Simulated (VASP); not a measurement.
Input of a VASP 6.6.1 run:

The input INCAR:

```
SYSTEM = MgS
ALGO = Normal
EDIFF = 1E-6
ENCUT = 520
GGA = PS
ISIF = 2
ISMEAR = -1
LASPH = .TRUE.
LCHARG = .FALSE.
LREAL = .FALSE.
LWAVE = .FALSE.
NBANDS = 11
NELM = 80
PREC = Accurate
SIGMA = 0.05
```

KPOINTS

```
k-points
0
G
  8 8 8
  0 0 0
```

POSCAR

```
MgS
1.0
    0.0000000000      2.8254898200      2.8254898200
    2.8254898200      0.0000000000      2.8254898200
    2.8254898200      2.8254898200      0.0000000000
S Mg
1 1
Direct
    0.2500000000      0.2500000000      0.2500000000
    0.0000000000      0.0000000000      0.0000000000
```

Potentials or basis: VASP PAW PBE potentials, release 64 (S, Mg).

Launch:

```console
$ cat potpaw_PBE.64/S/POTCAR potpaw_PBE.64/Mg/POTCAR > POTCAR
$ mpirun -np 1 vasp_std > vasp.out
```

Question: What does it give for the band gap on the k mesh?

Answer: 3.32 eV, direct.

Question: Estimate the pressure.

Answer: -0.1 GPa.

Caveat: the PAW data sets were made with another functional, which shifts forces and pressure a little. A k mesh can miss the band edges.
